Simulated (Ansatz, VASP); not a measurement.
# Hf in VASP and in Ansatz

INCAR

```
PREC = Accurate
ENCUT = 520
EDIFF = 1E-6
ISMEAR = -1
SIGMA = 0.03
LREAL = False
LASPH = True
NELM = 60
ALGO = Normal
ISIF = 2
LWAVE = False
LCHARG = False
GGA = CA
NBANDS = 11
```

Contents of KPOINTS:

```
regular mesh
0
Gamma
  13 13 13
```

Contents of POSCAR:

```
Hf
1.0
    0.0000000000      2.1978000000      2.2200000000
    2.1978000000      0.0000000000      2.2200000000
    2.1978000000      2.1978000000      0.0000000000
Hf
1
Direct
    0.0000000000      0.0000000000      0.0000000000
```

Input for Ansatz:

```yaml
crystal:
  lattice:
    - [0.0, 2.1978, 2.22]
    - [2.1978, 0.0, 2.22]
    - [2.1978, 2.1978, 0.0]
  atoms:
    - { symbol: Hf, position: [0.0, 0.0, 0.0] }
kpoints:
  mp_grid: { grid: [13, 13, 13] }
  band_path:
    path:
      - [0.0, 0.0, 0.0]
      - [0.0, 0.5, 0.5]
      - [0.25, 0.75, 0.5]
      - [0.0, 0.5, 0.0]
      - [0.0, 0.0, 0.0]
      - [0.5, 0.5, 0.0]
      - [0.3725125, 0.6274875, 0.0]
      - [-0.3725125, 0.3725125, 0.0]
      - [0.0, 0.0, 0.0]
    npoints: 5
scf:
  occupations: { method: fermi_dirac, width: 0.03 }
hamiltonian:
  xc: lda
  pseudopotentials: { kind: all_electron, lapw: { basis_error: 0.001 } }
output:
  forces: true
  stress: true
  eigenvalues: true
```

Change from the starting cell: equal xx and yy strain of -1 %.

Alike in both runs: task single point; functional LDA; k mesh 13 × 13 × 13; occupations fermi-dirac, width 0.03 eV; no spin polarisation.

```csv
,VASP,Ansatz
version,VASP 6.6.1,Ansatz 0.2.0
potentials or method,"VASP PAW LDA potentials, release 64 (Hf_pv), cutoff 520 eV","all-electron LAPW, scalar-relativistic"
```

|  | VASP | Ansatz | Ansatz less VASP |
| --- | --- | --- | --- |
| pressure (GPa) | -3.4 | -3.4 | 0.00 |
| traceless stress, the component that is largest in VASP (GPa) | -0.20 | -0.21 | -0.017 |

LDA's correlation is that of Perdew and Zunger in VASP and of Perdew and Wang (1992) in Ansatz. Ansatz ran all-electron here, and VASP with PAW potentials.

Neither program's run includes spin-orbit coupling.
